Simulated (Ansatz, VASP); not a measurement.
One calculation of Ge, two programs

```xyz
4
Lattice="3.9590 0.0000 0.0000 -1.9795 3.4286 0.0000 0.0000 0.0000 6.5305" Properties=species:S:1:pos:R:3 pbc="T T T"
Ge    0.0000    2.2858    0.4104
Ge    1.9795    1.1429    3.6757
Ge    1.9795    1.1429    6.1201
Ge    0.0000    2.2858    2.8549
```

Alike in both runs: functional LDA; k mesh 10 × 10 × 6; occupations gaussian, width 0.01 eV; no spin polarisation.

Ansatz relaxed the structure, and its values are those at the end. VASP's run is a single point on that final structure, the one shown.

```csv
,VASP,Ansatz
version,VASP 6.6.1,Ansatz 0.2.0
potentials or method,"VASP PAW LDA potentials, release 64 (Ge_d)","scalar-relativistic, plane waves, PAW"
plane-wave cutoff (eV),520,420
valence electrons in the cell,56,56
```

|  | VASP | Ansatz | Ansatz less VASP |
| --- | --- | --- | --- |
| pressure (GPa) | 0.2 | 0.0 | -0.18 |

LDA's correlation is that of Perdew and Zunger in VASP and of Perdew and Wang (1992) in Ansatz.
